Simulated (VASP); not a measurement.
# Cs2NaWCl6 (Fm-3m) in VASP: single point with PBE

Aim: the single point of Cs2NaWCl6 with PBE.

Program: VASP 6.6.1. These are calculated values, not measurements. Logs are shortened: lines on timing, memory, paths and dates and some standing lists are left out, and cuts for length are marked.

## Step 1: The cell of the first run

Symmetry: Fm-3m, No. 225, cubic system. The conventional cell has a = 10.540 Å, b = 10.540 Å, c = 10.540 Å, α = 90.00°, β = 90.00°, γ = 90.00°. Within 4.9 Å of Cs (site symmetry -43m) lie 12 Cl at 3.73 Å and 4 W at 4.56 Å and 4 Na at 4.56 Å. W (site symmetry m-3m) has 6 Cl at 2.48 Å within 3.3 Å. Within 3.3 Å of Cl (site symmetry 4mm) lie 1 W at 2.48 Å and 1 Na at 2.79 Å. Na (site symmetry m-3m) has 6 Cl at 2.79 Å within 3.7 Å.

## Step 2: Single point, PBE

The input, INCAR:

```
SYSTEM = Cs2NaWCl6
PREC = Accurate
ENCUT = 500
EDIFF = 1E-6
ISMEAR = 1
SIGMA = 0.1489
LREAL = .FALSE.
LASPH = .TRUE.
NELM = 120
ALGO = Normal
ISIF = 2
LWAVE = .FALSE.
LCHARG = .FALSE.
GGA = PE
NBANDS = 52
GGA_COMPAT = .FALSE.
```

The input, KPOINTS:

```
Automatic mesh
0
G
  6 6 6
  0 0 0
```

The input, POSCAR:

```
Cs2NaWCl6
1.0
    0.0000000000      5.2699370000      5.2699370000
    5.2699370000      0.0000000000      5.2699370000
    5.2699370000      5.2699370000      0.0000000000
Cs W Cl Na
2 1 6 1
Direct
    0.7500000000      0.7500000000      0.7500000000
    0.2500000000      0.2500000000      0.2500000000
    0.5000000000      0.5000000000      0.5000000000
    0.2649600000      0.7350400000      0.7350400000
    0.7350400000      0.2649600000      0.7350400000
    0.7350400000      0.2649600000      0.2649600000
    0.2649600000      0.7350400000      0.2649600000
    0.7350400000      0.7350400000      0.2649600000
    0.2649600000      0.2649600000      0.7350400000
    0.0000000000      0.0000000000      0.0000000000
```

Potentials or basis: VASP PAW PBE potentials, release 64 (Cs_sv, W_sv, Cl, Na_pv).

Run with:

```
cat potpaw_PBE.64/Cs_sv/POTCAR potpaw_PBE.64/W_sv/POTCAR potpaw_PBE.64/Cl/POTCAR potpaw_PBE.64/Na_pv/POTCAR > POTCAR
mpirun -np 1 vasp_std > vasp.out
```

OUTCAR:

```text
SYSTEM = Cs2NaWCl6
   PREC = Accurate
   ENCUT = 500
   EDIFF = 1E-6
   ISMEAR = 1
   LREAL = .FALSE.
   LASPH = .TRUE.
   NELM = 120
   ISIF = 2
   GGA = PE

 ion  position               nearest neighbor table
   1  0.750  0.750  0.750-
   2  0.250  0.250  0.250-
   3  0.500  0.500  0.500-   4 2.48   5 2.48   6 2.48   7 2.48   8 2.48   9 2.48
   4  0.265  0.735  0.735-   3 2.48
   5  0.735  0.265  0.735-   3 2.48
   6  0.735  0.265  0.265-   3 2.48
   7  0.265  0.735  0.265-   3 2.48
   8  0.735  0.735  0.265-   3 2.48
   9  0.265  0.265  0.735-   3 2.48
  10  0.000  0.000  0.000-

  LATTYP: Found a face centered cubic cell.
 ALAT       =    10.5398740000

  Lattice vectors:

 A1 = (   0.0000000000,   5.2699370000,   5.2699370000)
 A2 = (   5.2699370000,   0.0000000000,   5.2699370000)
 A3 = (   5.2699370000,   5.2699370000,   0.0000000000)

Analysis of symmetry for initial positions (statically):
=====================================================================
 Subroutine PRICEL returns:
 Original cell was already a primitive cell.

 Routine SETGRP: Setting up the symmetry group for a
 face centered cubic supercell.

 Subroutine GETGRP returns: Found 48 space group operations
 (whereof 48 operations were pure point group operations)
 out of a pool of 48 trial point group operations.

The static configuration has the point symmetry O_h .

Analysis of symmetry for dynamics (positions and initial velocities):
=====================================================================
 Subroutine PRICEL returns:
 Original cell was already a primitive cell.

 Routine SETGRP: Setting up the symmetry group for a
 face centered cubic supercell.

 Subroutine GETGRP returns: Found 48 space group operations
 (whereof 48 operations were pure point group operations)
 out of a pool of 48 trial point group operations.

The dynamic configuration has the point symmetry O_h .

 Subroutine INISYM returns: Found 48 space group operations
 (whereof 48 operations are pure point group operations),
 and found     1 'primitive' translations

----------------------------------------------------------------------------------------
[... 103 lines left out ...]
   NSW    =      0    number of steps for IOM
   IBRION =     -1    ionic relax: 0-MD 1-quasi-New 2-CG
   NFREE  =      0    steps in history (QN), initial steepest desc. (CG)
   ISIF   =      2    stress and relaxation
   ISYM   =      2    0-nonsym 1-usesym 2-fastsym
   POTIM  = 0.5000    time-step for ionic-motion
   TEBEG  =    0.0;   TEEND  =   0.0 temperature during run
   PSTRESS=    0.0 pullay stress
   NELECT =      81.0000    total number of electrons
   NUPDOWN=      -1.0000    fix difference up-down
   EMIN   =  10.00;   EMAX   =-10.00  energy-range for DOS
   EFERMI =   0.00;   METHOD = LEGACY
   ISMEAR =     1;   SIGMA  =   0.15  broadening in eV -4-tet -1-fermi 0-gaus
   EFERMI_NEDOS =   21; number of points for ismear=-14 and -15
   IALGO  =     38    algorithm
   IMIX   =      4    mixing-type and parameters
     AMIX     =   0.40;   BMIX     =  1.00
     AMIX_MAG =   1.60;   BMIX_MAG =  1.00
  volume/ion in A,a.u.               =      29.27       197.53
  Fermi-wavevector in a.u.,A,eV,Ry     =   1.066812  2.015982 15.484615  1.138087
  Thomas-Fermi vector in A             =   2.202408
   LORBIT       =      0    0 simple, 1 ext, 2 COOP (PROOUT), +10 PAW based schemes
   GGA     = PE    functional components
   LHFCALC =     F    Hartree Fock is set to
   AEXX    =    0.0000 exact exchange contribution
   IVDW    =     0    specifies the selected vdW correction
   LEPSILON=     F    determine dielectric tensor
   LRPA    =     F    only Hartree local field effects (RPA)
 non-spin polarized calculation
 Methfessel and Paxton  Order N= 1 SIGMA  =   0.15
  energy-cutoff  :      500.00
  volume of cell :      292.72
 maximum number of plane-waves:      7471
   NGX = 27   NGY = 27   NGZ = 27

 number of electron      80.9999988 magnetization

 Free energy of the ion-electron system (eV)
  ---------------------------------------------------
  ext. energy  EPLUGINS =         0.00000000
  ---------------------------------------------------
  free energy    TOTEN  =       -40.36319369 eV

  energy without entropy =      -40.31560794  energy(sigma->0) =      -40.34733178

 E-fermi :   3.1021     XC(G=0):  -8.3236

 val. band max:        3.0998396357   @ k =  -0.3333   0.3333   0.1667
 cond. band min:       3.1043605944   @ k =  -0.3333   0.1667   0.0000
 fundamental gap:      0.0045209588
 Fermi energy:         3.1021054662

 k-point     1 :       0.0000    0.0000    0.0000
  band No.  band energies     occupation
      1     -71.8905      2.00000
      2     -36.0862      2.00000
      3     -36.0862      2.00000
      4     -36.0862      2.00000
      5     -21.7543      2.00000
      6     -21.7543      2.00000
[... 869 lines left out ...]
     51       8.1127      0.00000
     52       8.2309      0.00000

------------------------ aborting loop because EDIFF is reached ----------------------------------------

  FORCE on cell =-STRESS in cart. coord.  units (eV):
  Direction    XX          YY          ZZ          XY          YZ          ZX
  --------------------------------------------------------------------------------------
  -------------------------------------------------------------------------------------
  Total       -1.7577758     -1.7577758     -1.7577758      0.0000000     -0.0000000      0.0000000
  in kB       -9.6211678     -9.6211678     -9.6211678      0.0000000     -0.0000000      0.0000000
  external PRESSURE =      -9.6211678 kB  Pullay stress =       0.0000000 kB

 VOLUME and BASIS-vectors are now :
 -----------------------------------------------------------------------------
  energy-cutoff  :      500.00
  volume of cell :      292.72
      direct lattice vectors                 reciprocal lattice vectors
     0.000000000  5.269937000  5.269937000    -0.094877795  0.094877795  0.094877795
     5.269937000  0.000000000  5.269937000     0.094877795 -0.094877795  0.094877795
     5.269937000  5.269937000  0.000000000     0.094877795  0.094877795 -0.094877795

 POSITION                                       TOTAL-FORCE (eV/Angst)
 -----------------------------------------------------------------------------------
      7.90491      7.90491      7.90491        -0.000000     -0.000000     -0.000000
      2.63497      2.63497      2.63497         0.000000      0.000000     -0.000000
      5.26994      5.26994      5.26994         0.000000     -0.000000     -0.000000
      7.74723      5.26994      5.26994        -0.419668     -0.000000     -0.000000
      5.26994      7.74723      5.26994         0.000000     -0.419668     -0.000000
      2.79265      5.26994      5.26994         0.419668     -0.000000     -0.000000
      5.26994      2.79265      5.26994         0.000000      0.419668     -0.000000
      5.26994      5.26994      7.74723         0.000000     -0.000000     -0.419668
      5.26994      5.26994      2.79265         0.000000     -0.000000      0.419668
      0.00000      0.00000      0.00000         0.000000     -0.000000     -0.000000
 -----------------------------------------------------------------------------------
    total drift:                               -0.000000     -0.000000     -0.000000

  FREE ENERGIE OF THE ION-ELECTRON SYSTEM (eV)
  ---------------------------------------------------
  free  energy   TOTEN  =       -40.3631936950 eV

  energy  without entropy=      -40.3156079384  energy(sigma->0) =      -40.34733178
```

OSZICAR:

```text
N       E                     dE             d eps       ncg     rms          rms(c)
DAV:   1     0.719659892260E+03    0.71966E+03   -0.36772E+04  1816   0.136E+03
DAV:   2     0.293007570985E+02   -0.69036E+03   -0.66116E+03  2116   0.315E+02
DAV:   3    -0.401919607326E+02   -0.69493E+02   -0.68782E+02  2000   0.109E+02
DAV:   4    -0.422905052072E+02   -0.20985E+01   -0.20732E+01  2088   0.217E+01
DAV:   5    -0.423503495864E+02   -0.59844E-01   -0.59715E-01  2248   0.357E+00    0.155E+01
DAV:   6    -0.404151957660E+02    0.19352E+01   -0.69330E+00  1804   0.980E+00    0.758E+00
DAV:   7    -0.403576946363E+02    0.57501E-01   -0.63770E-01  1956   0.314E+00    0.418E+00
DAV:   8    -0.403590641400E+02   -0.13695E-02   -0.13956E-01  2280   0.142E+00    0.805E-01
DAV:   9    -0.403620316401E+02   -0.29675E-02   -0.12193E-02  2020   0.482E-01    0.162E-01
DAV:  10    -0.403627934139E+02   -0.76177E-03   -0.13257E-03  2252   0.147E-01    0.923E-02
DAV:  11    -0.403630711306E+02   -0.27772E-03   -0.16998E-04  1944   0.577E-02    0.378E-02
DAV:  12    -0.403631908617E+02   -0.11973E-03   -0.14530E-04  1840   0.559E-02    0.117E-02
DAV:  13    -0.403631933829E+02   -0.25213E-05   -0.89728E-06  2064   0.112E-02    0.290E-03
DAV:  14    -0.403631936950E+02   -0.31204E-06   -0.41375E-07  1324   0.311E-03
   1 F= -.40363194E+02 E0= -.40347332E+02  d E =-.475858E-01
```

stdout:

```text
POSCAR found type information on POSCAR CsW ClNa
 POSCAR found :  4 types and      10 ions
 scaLAPACK will be used
 LDA part: xc-table for (Slater+PW92), standard interpolation
 POSCAR, INCAR and KPOINTS ok, starting setup
 FFT: planning ... GRIDC
 FFT: planning ... GRID_SOFT
 FFT: planning ... GRID
 WAVECAR not read
 entering main loop
```

It took 8.3 min on 1 thread of Intel Xeon 8259CL, shared host; peak memory 0.53 GiB.

Results:

```yaml
Free_energy: -40.3632 eV
Pressure: -1.0 GPa
Largest_force: 0.420 eV/Å
Band_gap_on_the_k_mesh: zero (an odd number of electrons rules out a gap without spin polarisation)
```

Forces in eV/Å, atoms in the order of the input:
```
Cs   0.000  0.000  0.000
Cs   0.000  0.000  0.000
W    0.000  0.000  0.000
Cl  -0.420  0.000  0.000
Cl   0.000 -0.420  0.000
Cl   0.420  0.000  0.000
Cl   0.000  0.420  0.000
Cl   0.000  0.000 -0.420
Cl   0.000  0.000  0.420
Na   0.000  0.000  0.000
```

Caveat: spin-orbit coupling is left out, which moves the levels of the heavy elements; an odd number of electrons without spin polarisation forces a metal; a magnetic or distorted state may lie lower.
